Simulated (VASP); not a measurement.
Wanted: the native input for a VASP 6.6.1 run.

- Task: single point
- Functional: PBEsol
- Dispersion: D3(BJ)
- Potentials or basis: VASP PAW PBE potentials, release 64 (S)
- Cutoff: 500 eV
- k mesh: 7 × 7 × 7
- Occupations: methfessel-paxton, width 0.05 eV
- Spin: no spin polarisation
- Dipole correction: no
- Further INCAR settings: ALGO = Normal; EDIFF = 1e-06; NBANDS = 9

The structure of S lies in POSCAR:

```
S
1.0
    3.5956350000      0.0000000000      0.0000000000
    0.0000000000      3.5956350000      0.0000000000
    0.0000000000      0.0000000000      3.5956350000
S
1
Direct
    0.0000000000      0.0000000000      0.0000000000
```

The input as run:

INCAR

```
  ALGO = Normal
  EDIFF = 1E-6
  ENCUT = 500
  GGA = PS
  GGA_COMPAT = F
  ISIF = 2
  ISMEAR = 1
  IVDW = 12
  LASPH = T
  LCHARG = F
  LREAL = F
  LWAVE = F
  NBANDS = 9
  NELM = 120
  PREC = Accurate
  SIGMA = 0.05
```

KPOINTS

```
k-points
0
Gamma
  7 7 7
```

Potentials or basis: VASP PAW PBE potentials, release 64 (S).

Command:

```console
$ cat potpaw_PBE.64/S/POTCAR > POTCAR
$ mpirun -np 1 vasp_std > vasp.out
```

It gave:

| Item | Value |
| --- | --- |
| Pressure | -8.6 GPa |
| Band gap on the k mesh | zero (band 3 reaches -1.85 eV, above the bottom of band 4 at -3.38 eV) |
| Dispersion energy per atom | -0.106 eV |

Caveat: the PAW data sets were made with another functional, which shifts forces and pressure a little; pairwise dispersion overbinds metals, which lowers pressure and volume.

Wall time 3.3 s on 1 thread of Intel(R) Xeon(R) 6975P-C (Granite Rapids), with other jobs on the host, peak memory 0.15 GiB.
